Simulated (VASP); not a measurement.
Here is a VASP 6.6.1 calculation.

Contents of INCAR:

```
SYSTEM = Al
PREC     = Accurate       ! precision mode
ENCUT    = 520            ! plane-wave cutoff, eV
EDIFF    = 1E-6           ! SCF threshold, eV
ISMEAR   = -1             ! smearing method
SIGMA    = 0.05           ! smearing width, eV
LREAL    = .FALSE.        ! projectors in reciprocal space
LASPH    = .TRUE.         ! aspherical terms in the spheres
NELM     = 80             ! most SCF steps
ALGO     = Normal         ! electronic algorithm
ISIF     = 2              ! what is computed and relaxed
LWAVE    = .FALSE.        ! write WAVECAR
LCHARG   = .FALSE.        ! write CHGCAR
GGA      = PS             ! functional
NBANDS   = 14             ! bands
```

File KPOINTS:

```
Automatic mesh
0
G
  11 11 3
  0 0 0
```

Contents of POSCAR:

```
Al
1.0
    2.8457999342      0.0000000000      0.0000000000
   -1.4228999671      2.4645350371      0.0000000000
    0.0000000000      0.0000000000      9.2468292341
Al
4
Direct
    0.6666666667      0.3333333333      0.7500000000
    0.0000000000      0.0000000000      0.5000000000
    0.3333333333      0.6666666667      0.2500000000
    0.0000000000      0.0000000000      0.0000000000
```

Potentials or basis: VASP PAW PBE potentials, release 64 (Al).

Launch:

```sh
$ cat potpaw_PBE.64/Al/POTCAR > POTCAR
$ mpirun -np 1 vasp_std > vasp.out
```

Q: Predict the pressure.

A: 0.3 GPa.

Q: What does it give for the band gap on the k mesh?

A: Zero (band 6 reaches 12.10 eV, above the bottom of band 7 at 6.20 eV).

Stress tensor (GPa, compression positive):
```
-0.30  0.00  0.00
 0.00 -0.30  0.00
 0.00  0.00  1.60
```

Caveat: the PAW data sets were made with another functional, which shifts forces and pressure a little.
